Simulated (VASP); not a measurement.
# Zn (Fd-3m) in VASP: single point with PBE

Aim: the single point of Zn with PBE.

All numbers are computed with VASP 6.6.1; they aren't measurements. Logs are shortened: lines on timing, memory, paths and dates and some standing lists are left out, and cuts for length are marked.

## 1. The cell of the first run

It takes space group Fd-3m (No. 227, cubic). The conventional cell has a = 5.826 Å, b = 5.826 Å, c = 5.826 Å, α = 90.00°, β = 90.00°, γ = 90.00°. Zn (site symmetry -43m) has 4 Zn at 2.52 Å within 3.3 Å.

## 2. Single point, PBE

Input file INCAR:

```
SYSTEM = Zn
PREC = Accurate
ENCUT = 500
EDIFF = 1E-6
ISMEAR = -1
SIGMA = 0.13605693000000002
LREAL = .False.
LASPH = .True.
NELM = 120
ALGO = Normal
ISIF = 2
LWAVE = .False.
LCHARG = .True.
GGA = PE
LELF = .True.
LVHAR = .True.
NBANDS = 19
GGA_COMPAT = .False.
```

Input file KPOINTS:

```
Automatic mesh
0
Gamma
  8 8 8
  0 0 0
```

Input file POSCAR:

```
Zn
1.0
    0.0000000000      2.9129818319      2.9129818319
    2.9129818319      0.0000000000      2.9129818319
    2.9129818319      2.9129818319      0.0000000000
Zn
2
Direct
    0.0000000000      0.0000000000      0.0000000000
    0.2500000000      0.2500000000      0.2500000000
```

Potentials or basis: VASP PAW PBE potentials, release 64 (Zn).

Run with:

```console
> cat potpaw_PBE.64/Zn/POTCAR > POTCAR
> mpirun -np 1 vasp_std > vasp.out
```

OUTCAR:

```text
SYSTEM = Zn
   PREC = Accurate
   ENCUT = 500
   EDIFF = 1E-6
   ISMEAR = -1
   LREAL = .False.
   LASPH = .True.
   NELM = 120
   ISIF = 2
   GGA = PE

 ion  position               nearest neighbor table
   1  0.000  0.000  0.000-   2 2.52   2 2.52   2 2.52   2 2.52
   2  0.250  0.250  0.250-   1 2.52   1 2.52   1 2.52   1 2.52

  LATTYP: Found a face centered cubic cell.
 ALAT       =     5.8259636638

  Lattice vectors:

 A1 = (   0.0000000000,   2.9129818319,   2.9129818319)
 A2 = (   2.9129818319,   0.0000000000,   2.9129818319)
 A3 = (   2.9129818319,   2.9129818319,   0.0000000000)

Analysis of symmetry for initial positions (statically):
=====================================================================
 Subroutine PRICEL returns:
 Original cell was already a primitive cell.

 Routine SETGRP: Setting up the symmetry group for a
 face centered cubic supercell.

 Subroutine GETGRP returns: Found 48 space group operations
 (whereof 24 operations were pure point group operations)
 out of a pool of 48 trial point group operations.

The static configuration has the point symmetry T_d .
 The point group associated with its full space group is O_h .

Analysis of symmetry for dynamics (positions and initial velocities):
=====================================================================
 Subroutine PRICEL returns:
 Original cell was already a primitive cell.

 Routine SETGRP: Setting up the symmetry group for a
 face centered cubic supercell.

 Subroutine GETGRP returns: Found 48 space group operations
 (whereof 24 operations were pure point group operations)
 out of a pool of 48 trial point group operations.

The dynamic configuration has the point symmetry T_d .
 The point group associated with its full space group is O_h .

 Subroutine INISYM returns: Found 48 space group operations
 (whereof 24 operations are pure point group operations),
 and found     1 'primitive' translations

----------------------------------------------------------------------------------------

                                     Primitive cell

  volume of cell :      49.4360

  direct lattice vectors                    reciprocal lattice vectors
     0.000000000  2.912981832  2.912981832    -0.171645423  0.171645423  0.171645423
     2.912981832  0.000000000  2.912981832     0.171645423 -0.171645423  0.171645423
     2.912981832  2.912981832  0.000000000     0.171645423  0.171645423 -0.171645423

  length of vectors
     4.119578414  4.119578414  4.119578414     0.297298594  0.297298594  0.297298594

  position of ions in fractional coordinates (direct lattice)
     0.000000000  0.000000000  0.000000000
     0.250000000  0.250000000  0.250000000

  ion indices of the primitive-cell ions
   primitive index   ion index
                 1           1
                 2           2

----------------------------------------------------------------------------------------

 KPOINTS: Automatic mesh

Automatic generation of k-mesh.
 Grid dimensions read from file:
 generate k-points for:    8    8    8

 Generating k-lattice:

  Cartesian coordinates                     Fractional coordinates (reciprocal lattice)
    -0.021455678  0.021455678  0.021455678     0.125000000  0.000000000  0.000000000
     0.021455678 -0.021455678  0.021455678     0.000000000  0.125000000  0.000000000
     0.021455678  0.021455678 -0.021455678     0.000000000  0.000000000  0.125000000

  Length of vectors
     0.037162324  0.037162324  0.037162324

  Shift w.r.t. Gamma in fractional coordinates (k-lattice)
     0.000000000  0.000000000  0.000000000

 Subroutine IBZKPT returns following result:
 ===========================================

 Found     29 irreducible k-points:

 Following reciprocal coordinates:
            Coordinates               Weight
  0.000000  0.000000  0.000000      1.000000
  0.125000  0.000000  0.000000      8.000000
  0.250000  0.000000  0.000000      8.000000
  0.375000  0.000000  0.000000      8.000000
  0.500000  0.000000  0.000000      4.000000
  0.125000  0.125000  0.000000      6.000000
[... 16 lines left out ...]
  0.500000  0.250000  0.125000     48.000000
 -0.375000  0.250000  0.125000     24.000000
 [... further k-points ...]
   k-points           NKPTS =     29   k-points in BZ     NKDIM =     29   number of bands    NBANDS=     19
   number of dos      NEDOS =    301   number of ions     NIONS =      2
   total plane-waves  NPLWV =  27000
   dimension x,y,z NGX =    30 NGY =   30 NGZ =   30
   dimension x,y,z NGXF=    60 NGYF=   60 NGZF=   60
   ions per type =               2
   NGX,Y,Z   is equivalent  to a cutoff of  12.11, 12.11, 12.11 a.u.
   NGXF,Y,Z  is equivalent  to a cutoff of  24.21, 24.21, 24.21 a.u.
 SYSTEM =  Zn
   PREC   = accura    normal or accurate (medium, high low for compatibility)
   ISTART =      0    job   : 0-new  1-cont  2-samecut
   ICHARG =      2    charge: 1-file 2-atom 10-const
   ISPIN  =      1    spin polarized calculation?
   LNONCOLLINEAR =      F non collinear calculations
   LSORBIT =      F    spin-orbit coupling
   LASPH  =      T    aspherical Exc in radial PAW
   ENCUT  =  500.0 eV  36.75 Ry    6.06 a.u.   7.51  7.51  7.51*2*pi/ulx,y,z
   NELM   =    120;   NELMIN=  2; NELMDL= -5     # of ELM steps
   EDIFF  = 0.1E-05   stopping-criterion for ELM
   LREAL  =      F    real-space projection
[... 7 lines left out ...]
   TEBEG  =    0.0;   TEEND  =   0.0 temperature during run
   PSTRESS=    0.0 pullay stress
   NELECT =      24.0000    total number of electrons
   NUPDOWN=      -1.0000    fix difference up-down
   EMIN   =  10.00;   EMAX   =-10.00  energy-range for DOS
   EFERMI =   0.00;   METHOD = LEGACY
   ISMEAR =    -1;   SIGMA  =   0.14  broadening in eV -4-tet -1-fermi 0-gaus
   EFERMI_NEDOS =   21; number of points for ismear=-14 and -15
   IALGO  =     38    algorithm
   IMIX   =      4    mixing-type and parameters
     AMIX     =   0.40;   BMIX     =  1.00
     AMIX_MAG =   1.60;   BMIX_MAG =  1.00
  volume/ion in A,a.u.               =      24.72       166.81
  Fermi-wavevector in a.u.,A,eV,Ry     =   1.286661  2.431437 22.524398  1.655497
  Thomas-Fermi vector in A             =   2.418722
   LORBIT       =      0    0 simple, 1 ext, 2 COOP (PROOUT), +10 PAW based schemes
   GGA     = PE    functional components
   LHFCALC =     F    Hartree Fock is set to
   AEXX    =    0.0000 exact exchange contribution
   IVDW    =     0    specifies the selected vdW correction
   LEPSILON=     F    determine dielectric tensor
   LRPA    =     F    only Hartree local field effects (RPA)
 non-spin polarized calculation
  energy-cutoff  :      500.00
  volume of cell :       49.44
 maximum number of plane-waves:      1283
   NGX = 15   NGY = 15   NGZ = 15

 number of electron      23.9999982 magnetization

 Free energy of the ion-electron system (eV)
  ---------------------------------------------------
  ext. energy  EPLUGINS =         0.00000000
  ---------------------------------------------------
  free energy    TOTEN  =        -1.31186149 eV

  energy without entropy =       -1.25921810  energy(sigma->0) =       -1.28553979

 E-fermi :   0.2610     XC(G=0):  -8.9395

 val. band max:        0.2364081556   @ k =  -0.2500   0.5000   0.2500
 cond. band min:       0.2752732849   @ k =  -0.3750   0.2500   0.0000
 fundamental gap:      0.0388651293
 Fermi energy:         0.2609921802

 k-point     1 :       0.0000    0.0000    0.0000
  band No.  band energies     occupation
      1      -7.2480      2.00000
      2      -7.2457      2.00000
      3      -7.2457      2.00000
      4      -7.2457      2.00000
      5      -7.2059      2.00000
      6      -7.2059      2.00000
[... 11 lines left out ...]
     18       7.2902      0.00000
     19       9.2186      0.00000

 k-point     2 :       0.1250    0.0000    0.0000
  band No.  band energies     occupation
      1      -7.2775      2.00000
      2      -7.2775      2.00000
      3      -7.2450      2.00000
      4      -7.1590      2.00000
      5      -7.1590      2.00000
      6      -7.1030      2.00000
[... 11 lines left out ...]
     18       8.8148      0.00000
     19      10.4115      0.00000

 k-point     3 :       0.2500    0.0000    0.0000
  band No.  band energies     occupation
      1      -7.2942      2.00000
      2      -7.2942      2.00000
      3      -7.2406      2.00000
      4      -7.1137      2.00000
      5      -7.1137      2.00000
      6      -6.9444      2.00000
[... 11 lines left out ...]
     18      10.0064      0.00000
     19      10.7887      0.00000

 k-point     4 :       0.3750    0.0000    0.0000
  band No.  band energies     occupation
      1      -7.2856      2.00000
      2      -7.2856      2.00000
      3      -7.2304      2.00000
      4      -7.1076      2.00000
      5      -7.1076      2.00000
      6      -6.9530      2.00000
[... 11 lines left out ...]
     18       9.3436      0.00000
     19      12.7668      0.00000

 k-point     5 :       0.5000    0.0000    0.0000
  band No.  band energies     occupation
      1      -7.2754      2.00000
      2      -7.2754      2.00000
      3      -7.2236      2.00000
      4      -7.1160      2.00000
      5      -7.1160      2.00000
      6      -6.9706      2.00000
[... 11 lines left out ...]
     18       9.0785      0.00000
     19      14.3771      0.00000
[... 334 lines left out ...]
      2      -7.2745      2.00000
      3      -7.2559      2.00000
      4      -7.2559      2.00000
      5      -6.8169      2.00000
      6      -6.8169      2.00000
[... 11 lines left out ...]
     18      14.6482      0.00000
     19      16.3408      0.00000

 k-point    22 :       0.3750    0.2500    0.1250
  band No.  band energies     occupation
      1      -7.3421      2.00000
      2      -7.2855      2.00000
      3      -7.2267      2.00000
      4      -7.0978      2.00000
      5      -7.0065      2.00000
      6      -6.9582      2.00000
[... 11 lines left out ...]
     18      10.3015      0.00000
     19      11.8482      0.00000

 k-point    23 :       0.5000    0.2500    0.1250
  band No.  band energies     occupation
      1      -7.3418      2.00000
      2      -7.3124      2.00000
      3      -7.1914      2.00000
      4      -7.0711      2.00000
      5      -6.9903      2.00000
      6      -6.9656      2.00000
[... 11 lines left out ...]
     18      10.6275      0.00000
     19      12.8276      0.00000

 k-point    24 :      -0.3750    0.2500    0.1250
  band No.  band energies     occupation
      1      -7.3459      2.00000
      2      -7.3146      2.00000
      3      -7.1774      2.00000
      4      -7.0501      2.00000
      5      -6.9883      2.00000
      6      -6.9872      2.00000
[... 11 lines left out ...]
     18      11.2210      0.00000
     19      11.3724      0.00000

 [... further k-points ...]
[... 5 lines left out ...]
  --------------------------------------------------------------------------------------
  -------------------------------------------------------------------------------------
  Total        0.0370353      0.0370353      0.0370353     -0.0000000     -0.0000000     -0.0000000
  in kB        1.2002806      1.2002806      1.2002806     -0.0000000     -0.0000000     -0.0000000
  external PRESSURE =       1.2002806 kB  Pullay stress =       0.0000000 kB

 VOLUME and BASIS-vectors are now :
 -----------------------------------------------------------------------------
  energy-cutoff  :      500.00
  volume of cell :       49.44
      direct lattice vectors                 reciprocal lattice vectors
     0.000000000  2.912981832  2.912981832    -0.171645423  0.171645423  0.171645423
     2.912981832  0.000000000  2.912981832     0.171645423 -0.171645423  0.171645423
     2.912981832  2.912981832  0.000000000     0.171645423  0.171645423 -0.171645423

 POSITION                                       TOTAL-FORCE (eV/Angst)
 -----------------------------------------------------------------------------------
      0.00000      0.00000      0.00000         0.000000      0.000000      0.000000
      1.45649      1.45649      1.45649        -0.000000     -0.000000     -0.000000
 -----------------------------------------------------------------------------------
    total drift:                                0.000000      0.000000      0.000000

  FREE ENERGIE OF THE ION-ELECTRON SYSTEM (eV)
  ---------------------------------------------------
  free  energy   TOTEN  =        -1.3118614881 eV

  energy  without entropy=       -1.2592180993  energy(sigma->0) =       -1.28553979
```

Run time: 43 s. Hardware: 1 thread of Intel Xeon 8259CL, shared host; peak memory 0.17 GiB.

What came out:

* Free energy: -1.3119 eV
* Pressure: 0.1 GPa
* Band gap on the k mesh: zero (band 12 reaches 5.45 eV, above the bottom of band 13 at -0.29 eV)
